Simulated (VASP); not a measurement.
# MgO (Fm-3m) in VASP: notebook

MgO is run at these levels: PBE; tasks: single point.

All numbers are computed with VASP 6.6.1; they aren't measurements. Logs are shortened: lines on timing, memory, paths and dates and some standing lists are left out, and cuts for length are marked.

## (1) The cell of the first run

It takes space group Fm-3m (No. 225, cubic). The conventional cell has a = 4.049 Å, b = 4.049 Å, c = 4.049 Å, α = 90.00°, β = 90.00°, γ = 90.00°. Within 2.7 Å of Mg (site symmetry m-3m) lie 6 O at 2.02 Å. O (site symmetry m-3m) has 6 Mg at 2.02 Å within 2.7 Å.

## (2) Single point, PBE

Input file INCAR:

```
  PREC = Accurate
  ENCUT = 520
  EDIFF = 1E-7
  ISMEAR = 0
  SIGMA = 0.02
  LREAL = False
  LASPH = True
  NELM = 60
  ALGO = Normal
  ISIF = 2
  LWAVE = False
  LCHARG = False
  GGA = PE
  NBANDS = 11
```

Input file KPOINTS:

```
Automatic mesh
0
Gamma
  10 10 10
```

Input file POSCAR:

```
MgO
1.0
    0.0000000000      2.0242502831      2.0242502831
    2.0242502831      0.0000000000      2.0242502831
    2.0242502831      2.0242502831      0.0000000000
Mg O
1 1
Direct
    0.0000000000      0.0000000000      0.0000000000
    0.5000000000      0.5000000000      0.5000000000
```

Potentials or basis: VASP PAW PBE potentials, release 64 (Mg, O).

The run is started by

```bash
cat potpaw_PBE.64/Mg/POTCAR potpaw_PBE.64/O/POTCAR > POTCAR
mpirun -np 1 vasp_std > vasp.out
```

OUTCAR:

```text
PREC = Accurate
   ENCUT = 520
   EDIFF = 1E-7
   ISMEAR = 0
   LREAL = False
   LASPH = True
   NELM = 60
   ISIF = 2
   GGA = PE

 ion  position               nearest neighbor table
   1  0.000  0.000  0.000-   2 2.02   2 2.02   2 2.02   2 2.02   2 2.02   2 2.02
   2  0.500  0.500  0.500-   1 2.02   1 2.02   1 2.02   1 2.02   1 2.02   1 2.02

  LATTYP: Found a face centered cubic cell.
 ALAT       =     4.0485005662

  Lattice vectors:

 A1 = (   0.0000000000,   2.0242502831,   2.0242502831)
 A2 = (   2.0242502831,   0.0000000000,   2.0242502831)
 A3 = (   2.0242502831,   2.0242502831,   0.0000000000)

Analysis of symmetry for initial positions (statically):
=====================================================================
 Subroutine PRICEL returns:
 Original cell was already a primitive cell.

 Routine SETGRP: Setting up the symmetry group for a
 face centered cubic supercell.

 Subroutine GETGRP returns: Found 48 space group operations
 (whereof 48 operations were pure point group operations)
 out of a pool of 48 trial point group operations.

The static configuration has the point symmetry O_h .

Analysis of symmetry for dynamics (positions and initial velocities):
=====================================================================
 Subroutine PRICEL returns:
 Original cell was already a primitive cell.

 Routine SETGRP: Setting up the symmetry group for a
 face centered cubic supercell.

 Subroutine GETGRP returns: Found 48 space group operations
 (whereof 48 operations were pure point group operations)
 out of a pool of 48 trial point group operations.

The dynamic configuration has the point symmetry O_h .

 Subroutine INISYM returns: Found 48 space group operations
 (whereof 48 operations are pure point group operations),
 and found     1 'primitive' translations

----------------------------------------------------------------------------------------

                                     Primitive cell

  volume of cell :      16.5891

  direct lattice vectors                    reciprocal lattice vectors
     0.000000000  2.024250283  2.024250283    -0.247005029  0.247005029  0.247005029
     2.024250283  0.000000000  2.024250283     0.247005029 -0.247005029  0.247005029
     2.024250283  2.024250283  0.000000000     0.247005029  0.247005029 -0.247005029

  length of vectors
     2.862722204  2.862722204  2.862722204     0.427825260  0.427825260  0.427825260

  position of ions in fractional coordinates (direct lattice)
     0.000000000  0.000000000  0.000000000
     0.500000000  0.500000000  0.500000000

  ion indices of the primitive-cell ions
   primitive index   ion index
                 1           1
                 2           2

----------------------------------------------------------------------------------------

 KPOINTS: Automatic mesh

Automatic generation of k-mesh.
 Grid dimensions read from file:
 generate k-points for:   10   10   10

 Generating k-lattice:

  Cartesian coordinates                     Fractional coordinates (reciprocal lattice)
    -0.024700503  0.024700503  0.024700503     0.100000000  0.000000000  0.000000000
     0.024700503 -0.024700503  0.024700503     0.000000000  0.100000000  0.000000000
     0.024700503  0.024700503 -0.024700503     0.000000000  0.000000000  0.100000000

  Length of vectors
     0.042782526  0.042782526  0.042782526

  Shift w.r.t. Gamma in fractional coordinates (k-lattice)
     0.000000000  0.000000000  0.000000000

 Subroutine IBZKPT returns following result:
 ===========================================

 Found     47 irreducible k-points:

 Following reciprocal coordinates:
            Coordinates               Weight
  0.000000  0.000000  0.000000      1.000000
  0.100000  0.000000  0.000000      8.000000
  0.200000  0.000000  0.000000      8.000000
  0.300000  0.000000  0.000000      8.000000
  0.400000  0.000000  0.000000      8.000000
  0.500000  0.000000  0.000000      4.000000
[... 16 lines left out ...]
  0.300000  0.300000  0.000000      6.000000
  0.400000  0.300000  0.000000     24.000000
 [... further k-points ...]
   k-points           NKPTS =     47   k-points in BZ     NKDIM =     47   number of bands    NBANDS=     11
   number of dos      NEDOS =    301   number of ions     NIONS =      2
   total plane-waves  NPLWV =  13824
   dimension x,y,z NGX =    24 NGY =   24 NGZ =   24
   dimension x,y,z NGXF=    48 NGYF=   48 NGZF=   48
   ions per type =               1   1
   NGX,Y,Z   is equivalent  to a cutoff of  13.94, 13.94, 13.94 a.u.
   NGXF,Y,Z  is equivalent  to a cutoff of  27.87, 27.87, 27.87 a.u.
 SYSTEM =  unknown system
   PREC   = accura    normal or accurate (medium, high low for compatibility)
   ISTART =      0    job   : 0-new  1-cont  2-samecut
   ICHARG =      2    charge: 1-file 2-atom 10-const
   ISPIN  =      1    spin polarized calculation?
   LNONCOLLINEAR =      F non collinear calculations
   LSORBIT =      F    spin-orbit coupling
   LASPH  =      T    aspherical Exc in radial PAW
   ENCUT  =  520.0 eV  38.22 Ry    6.18 a.u.   5.32  5.32  5.32*2*pi/ulx,y,z
   NELM   =     60;   NELMIN=  2; NELMDL= -5     # of ELM steps
   EDIFF  = 0.1E-06   stopping-criterion for ELM
   LREAL  =      F    real-space projection
   EDIFFG = 0.1E-05   stopping-criterion for IOM
   NSW    =      0    number of steps for IOM
   IBRION =     -1    ionic relax: 0-MD 1-quasi-New 2-CG
   NFREE  =      0    steps in history (QN), initial steepest desc. (CG)
   ISIF   =      2    stress and relaxation
   ISYM   =      2    0-nonsym 1-usesym 2-fastsym
   POTIM  = 0.5000    time-step for ionic-motion
   TEBEG  =    0.0;   TEEND  =   0.0 temperature during run
   PSTRESS=    0.0 pullay stress
   NELECT =       8.0000    total number of electrons
   NUPDOWN=      -1.0000    fix difference up-down
   EMIN   =  10.00;   EMAX   =-10.00  energy-range for DOS
   EFERMI =   0.00;   METHOD = LEGACY
   ISMEAR =     0;   SIGMA  =   0.02  broadening in eV -4-tet -1-fermi 0-gaus
   EFERMI_NEDOS =   21; number of points for ismear=-14 and -15
   IALGO  =     38    algorithm
   IMIX   =      4    mixing-type and parameters
     AMIX     =   0.40;   BMIX     =  1.00
     AMIX_MAG =   1.60;   BMIX_MAG =  1.00
  volume/ion in A,a.u.               =       8.29        55.97
  Fermi-wavevector in a.u.,A,eV,Ry     =   1.283800  2.426030 22.424330  1.648142
  Thomas-Fermi vector in A             =   2.416031
   LORBIT       =      0    0 simple, 1 ext, 2 COOP (PROOUT), +10 PAW based schemes
   GGA     = PE    functional components
   LHFCALC =     F    Hartree Fock is set to
   AEXX    =    0.0000 exact exchange contribution
   IVDW    =     0    specifies the selected vdW correction
   LEPSILON=     F    determine dielectric tensor
   LRPA    =     F    only Hartree local field effects (RPA)
 non-spin polarized calculation
 Gauss-broadening in eV      SIGMA  =   0.02
  energy-cutoff  :      520.00
  volume of cell :       16.59
 maximum number of plane-waves:       459
 NGX is ok and might be reduce to    24
   NGX = 11   NGY = 11   NGZ = 11

 number of electron       7.9999999 magnetization

 Free energy of the ion-electron system (eV)
  ---------------------------------------------------
  ext. energy  EPLUGINS =         0.00000000
  ---------------------------------------------------
  free energy    TOTEN  =       -11.70053057 eV

  energy without entropy =      -11.70053057  energy(sigma->0) =      -11.70053057

 E-fermi :   4.2263     XC(G=0): -11.6558

 val. band max:        4.1395334508   @ k =   0.0000   0.0000   0.0000
 cond. band min:      10.1124634372   @ k =   0.0000   0.0000   0.0000
 fundamental gap:      5.9729299864
 Fermi energy:         4.2262906076

 k-point     1 :       0.0000    0.0000    0.0000
  band No.  band energies     occupation
      1     -13.7789      2.00000
      2       4.1395      2.00000
      3       4.1395      2.00000
      4       4.1395      2.00000
      5      10.1125      0.00000
      6      20.6059      0.00000
      7      20.6059      0.00000
      8      20.6059      0.00000
      9      24.8493      0.00000
     10      26.7693      0.00000
     11      26.7693      0.00000

 k-point     2 :       0.1000    0.0000    0.0000
  band No.  band energies     occupation
      1     -13.6498      2.00000
      2       3.4621      2.00000
      3       4.0562      2.00000
      4       4.0562      2.00000
      5      10.7269      0.00000
      6      19.3215      0.00000
      7      20.8925      0.00000
      8      20.8925      0.00000
      9      26.2009      0.00000
     10      26.2009      0.00000
     11      26.7236      0.00000

 k-point     3 :       0.2000    0.0000    0.0000
  band No.  band energies     occupation
      1     -13.2930      2.00000
      2       2.0188      2.00000
      3       3.8459      2.00000
      4       3.8459      2.00000
      5      11.8959      0.00000
      6      17.8512      0.00000
      7      21.5295      0.00000
      8      21.5295      0.00000
      9      25.5734      0.00000
     10      25.5734      0.00000
     11      28.3607      0.00000

 k-point     4 :       0.3000    0.0000    0.0000
  band No.  band energies     occupation
      1     -12.8034      2.00000
      2       0.5192      2.00000
      3       3.5997      2.00000
      4       3.5998      2.00000
      5      12.6813      0.00000
      6      17.4233      0.00000
      7      21.8761      0.00000
      8      21.8761      0.00000
      9      26.0048      0.00000
     10      26.0048      0.00000
     11      27.8197      0.00000
[... 239 lines left out ...]
 k-point    22 :      -0.2000    0.2000    0.0000
  band No.  band energies     occupation
      1     -12.6604      2.00000
      2       0.7431      2.00000
      3       2.6028      2.00000
      4       3.5858      2.00000
      5      13.8052      0.00000
      6      16.6975      0.00000
      7      20.6402      0.00000
      8      23.4289      0.00000
      9      23.5090      0.00000
     10      26.9465      0.00000
     11      31.1676      0.00000

 k-point    23 :       0.3000    0.3000    0.0000
  band No.  band energies     occupation
      1     -12.5611      2.00000
      2       0.6591      2.00000
      3       3.0745      2.00000
      4       3.0745      2.00000
      5      14.3226      0.00000
      6      14.7951      0.00000
      7      19.9376      0.00000
      8      23.5620      0.00000
      9      23.5620      0.00000
     10      29.6470      0.00000
     11      34.0754      0.00000

 k-point    24 :       0.4000    0.3000    0.0000
  band No.  band energies     occupation
      1     -12.2510      2.00000
      2       0.1589      2.00000
      3       2.6556      2.00000
      4       2.9062      2.00000
      5      14.4170      0.00000
      6      15.2201      0.00000
      7      19.0650      0.00000
      8      23.9352      0.00000
      9      24.1675      0.00000
     10      30.5244      0.00000
     11      33.6161      0.00000

 [... further k-points ...]
[... 5 lines left out ...]
  --------------------------------------------------------------------------------------
  -------------------------------------------------------------------------------------
  Total        3.0472749      3.0472749      3.0472749      0.0000000      0.0000000     -0.0000000
  in kB      294.3063200    294.3063200    294.3063200      0.0000000      0.0000000     -0.0000000
  external PRESSURE =     294.3063200 kB  Pullay stress =       0.0000000 kB

 VOLUME and BASIS-vectors are now :
 -----------------------------------------------------------------------------
  energy-cutoff  :      520.00
  volume of cell :       16.59
      direct lattice vectors                 reciprocal lattice vectors
     0.000000000  2.024250283  2.024250283    -0.247005029  0.247005029  0.247005029
     2.024250283  0.000000000  2.024250283     0.247005029 -0.247005029  0.247005029
     2.024250283  2.024250283  0.000000000     0.247005029  0.247005029 -0.247005029

 POSITION                                       TOTAL-FORCE (eV/Angst)
 -----------------------------------------------------------------------------------
      0.00000      0.00000      0.00000        -0.000000     -0.000000      0.000000
      2.02425      2.02425      2.02425         0.000000      0.000000      0.000000
 -----------------------------------------------------------------------------------
    total drift:                               -0.000000     -0.000000      0.000000

  FREE ENERGIE OF THE ION-ELECTRON SYSTEM (eV)
  ---------------------------------------------------
  free  energy   TOTEN  =       -11.7005305664 eV

  energy  without entropy=      -11.7005305664  energy(sigma->0) =      -11.70053057
```

Wall time 14 s (1 thread of AMD EPYC 7R43 (Zen 3), shared host); peak memory 0.1 GiB.

Results:

* Free energy: -11.7005 eV
* Pressure: 29.4 GPa
* Band gap on the k mesh: 5.97 eV, direct

Levels at points of the mesh, in eV from the valence-band top:
```csv
k point,band 2,band 3,band 4,band 5,band 6,band 7
"(0.00, 0.00, 0.00)",0.00,0.00,0.00,5.97,16.47,16.47
"(0.50, 0.00, 0.00)",-5.17,-0.80,-0.80,8.68,14.00,17.57
"(0.50, 0.50, 0.00)",-4.59,-1.52,-1.52,9.23,11.33,14.42
```

## (3) Single point, PBE

This run uses another cell than the first one, of 9.16 Å³/atom, 1.105 times its volume.

Input file INCAR:

```
PREC = Accurate
ENCUT = 520
EDIFF = 1E-6
ISMEAR = 0
SIGMA = 0.02
LREAL = F
LASPH = T
NELM = 100
ALGO = Normal
ISIF = 2
LWAVE = F
LCHARG = F
GGA = PE
NBANDS = 11
```

Input file KPOINTS:

```
regular mesh
0
Gamma
  10 10 10
```

Input file POSCAR:

```
MgO
1.0
    0.0000000000      2.0927089532      2.0927089532
    2.0927089532      0.0000000000      2.0927089532
    2.0927089532      2.0927089532      0.0000000000
Mg O
1 1
Direct
    0.0000000000      0.0000000000      0.0000000000
    0.5000000000      0.5000000000      0.5000000000
```

Potentials or basis: VASP PAW PBE potentials, release 64 (Mg, O).

The run is started by

```bash
cat potpaw_PBE.64/Mg/POTCAR potpaw_PBE.64/O/POTCAR > POTCAR
mpirun -np 1 vasp_std > vasp.out
```

Wall time 15 s (1 thread of AMD EPYC 7R43 (Zen 3), shared host); peak memory 0.1 GiB.

It converged, with:

| Property | Result |
| --- | --- |
| Free energy | -11.8928 eV |
| Pressure | 7.3 GPa |
| Band gap on the k mesh | 4.91 eV, direct |

Levels at points of the mesh, in eV from the valence-band top:
```tsv
k point	band 2	band 3	band 4	band 5	band 6	band 7
(0.00, 0.00, 0.00)	0.00	0.00	0.00	4.91	15.91	15.91
(0.50, 0.00, 0.00)	-4.70	-0.67	-0.67	8.02	12.83	16.51
(0.50, 0.50, 0.00)	-4.16	-1.37	-1.37	9.14	10.18	13.30
```

## (4) Single point, PBE

This run uses another cell than the first one, of 8.84 Å³/atom, 1.066 times its volume.

Input file INCAR:

```
PREC     = Accurate       # precision mode
ENCUT    = 520            # plane-wave cutoff, eV
EDIFF    = 1E-6           # SCF threshold, eV
ISMEAR   = 0              # smearing method
SIGMA    = 0.02           # smearing width, eV
LREAL    = False          # projectors in reciprocal space
LASPH    = True           # aspherical terms in the spheres
NELM     = 100            # most SCF steps
ALGO     = Normal         # electronic algorithm
ISIF     = 2              # what is computed and relaxed
LWAVE    = False          # write WAVECAR
LCHARG   = False          # write CHGCAR
GGA      = PE             # functional
NBANDS   = 11             # bands
```

Input file KPOINTS:

```
Automatic mesh
0
Gamma
  10 10 10
```

Input file POSCAR:

```
MgO
1.0
    0.0000000000      2.0677287798      2.0677287798
    2.0677287798      0.0000000000      2.0677287798
    2.0677287798      2.0677287798      0.0000000000
Mg O
1 1
Direct
    0.0000000000      0.0000000000      0.0000000000
    0.5000000000      0.5000000000      0.5000000000
```

The run is started by

```bash
cat potpaw_PBE.64/Mg/POTCAR potpaw_PBE.64/O/POTCAR > POTCAR
mpirun -np 1 vasp_std > vasp.out
```

Wall time 14 s (1 thread of AMD EPYC 7R43 (Zen 3), shared host); peak memory 0.1 GiB.

It converged, with:

```yaml
Free_energy: -11.8486 eV
Pressure: 14.3 GPa
Band_gap_on_the_k_mesh: 5.28 eV, direct
```

Levels at points of the mesh, in eV from the valence-band top:
| k point | band 2 | band 3 | band 4 | band 5 | band 6 | band 7 |
| --- | --- | --- | --- | --- | --- | --- |
| (0.00, 0.00, 0.00) | 0.00 | 0.00 | 0.00 | 5.28 | 16.11 | 16.11 |
| (0.50, 0.00, 0.00) | -4.86 | -0.72 | -0.72 | 8.25 | 13.24 | 16.89 |
| (0.50, 0.50, 0.00) | -4.31 | -1.43 | -1.43 | 9.18 | 10.58 | 13.70 |

## (5) Single point, PBE

This run uses another cell than the first one, of 8.84 Å³/atom, 1.066 times its volume.

Input file INCAR:

```
SYSTEM = MgO
ALGO = Normal
EDIFF = 1E-6
ENCUT = 520
GGA = PE
ISIF = 2
ISMEAR = 0
LASPH = .TRUE.
LCHARG = .TRUE.
LELF = .TRUE.
LREAL = .FALSE.
LVHAR = .TRUE.
LWAVE = .FALSE.
NBANDS = 11
NELM = 60
PREC = Accurate
SIGMA = 0.02
```

Input file KPOINTS:

```
k-points
0
G
  10 10 10
  0 0 0
```

POSCAR is that of step 4.

The run is started by

```bash
cat potpaw_PBE.64/Mg/POTCAR potpaw_PBE.64/O/POTCAR > POTCAR
mpirun -np 1 vasp_std > vasp.out
```

Wall time 16 s (1 thread of AMD EPYC 7R43 (Zen 3), shared host); peak memory 0.11 GiB.

Results (log left out):

```
Free energy            : -11.8486 eV
Pressure               : 14.3 GPa
Band gap on the k mesh : 5.28 eV, direct
```

Levels at points of the mesh, in eV from the valence-band top:
```
           k point  band 2  band 3  band 4  band 5  band 6  band 7
(0.00, 0.00, 0.00)    0.00    0.00    0.00    5.28   16.11   16.11
(0.50, 0.00, 0.00)   -4.86   -0.72   -0.72    8.25   13.24   16.89
(0.50, 0.50, 0.00)   -4.31   -1.43   -1.43    9.18   10.58   13.70
```

Expect the measured gap to be larger: semilocal functionals such as PBE lack the derivative discontinuity.

## (6) Overview

| cell | gap on the mesh (eV) | pressure (GPa) |
| --- | --- | --- |
| a = 2.863 Å, angles 60.0°, 2 atoms | 5.97 | 29.4 |
| a = 2.960 Å, angles 60.0°, 2 atoms | 4.91 | 7.3 |
| a = 2.924 Å, angles 60.0°, 2 atoms | 5.28 | 14.3 |

Alike in all rows: task single point; level PBE; potentials or basis VASP PAW PBE potentials, release 64 (Mg, O); no spin polarisation; k mesh 10 × 10 × 10; cutoff (eV) 520; smearing gaussian 0.02 eV.

Absolute energies hang on the potentials; compare differences alone.
